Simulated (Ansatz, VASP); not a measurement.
GaSb in VASP and in Ansatz

The input INCAR:

```
ALGO = Normal
EDIFF = 1E-6
ENCUT = 500
GGA_COMPAT = False
ISIF = 2
ISMEAR = -1
LASPH = True
LCHARG = False
LREAL = False
LWAVE = False
NBANDS = 16
NELM = 120
PREC = Accurate
SIGMA = 0.15
```

KPOINTS

```
k-points
0
Gamma
  14 14 14
```

File POSCAR:

```
GaSb
1.0
    0.0000000000      2.6941000000      2.6941000000
    2.6941000000      0.0000000000      2.6941000000
    2.6941000000      2.6941000000      0.0000000000
Ga Sb
1 1
Direct
    0.0000000000      0.0000000000      0.0000000000
    0.5000000000      0.5000000000      0.5000000000
```

Input for Ansatz:

```yaml
crystal:
  lattice:
    - [0.0, 2.6941, 2.6941]
    - [2.6941, 0.0, 2.6941]
    - [2.6941, 2.6941, 0.0]
  atoms:
    - { symbol: Ga, position: [0.0, 0.0, 0.0] }
    - { symbol: Sb, position: [0.5, 0.5, 0.5] }
basis:
  ecutwfc: 420
kpoints:
  mp_grid: { grid: [14, 14, 14] }
hamiltonian:
  xc: lda
scf:
  occupations: { method: fermi_dirac, width: 0.15 }
output:
  forces: true
  stress: true
  eigenvalues: true
```

Alike in both runs: task single point; functional LDA; k mesh 14 × 14 × 14; occupations fermi-dirac, width 0.15 eV; no spin polarisation.

|  | VASP | Ansatz |
| --- | --- | --- |
| version | VASP 6.6.1 | Ansatz 0.2.0 |
| potentials or method | VASP PAW LDA potentials, release 64 (Ga_d, Sb), cutoff 500 eV | scalar-relativistic, plane waves, PAW |
| valence electrons in the cell | 18 | 28 |

```csv
,VASP,Ansatz,Ansatz less VASP
gap on the k mesh at the Fermi level (eV),none,none,-
pressure (GPa),14.2,13.7,-0.57
```

LDA's correlation is that of Perdew and Zunger in VASP and of Perdew and Wang (1992) in Ansatz. A gap of «none» marks a metal or a gap that the smearing closes. VASP's potentials hold 18 valence electrons a cell and Ansatz's 28, so a difference there can come from the potentials and not from the codes.

Spin-orbit coupling is off throughout.
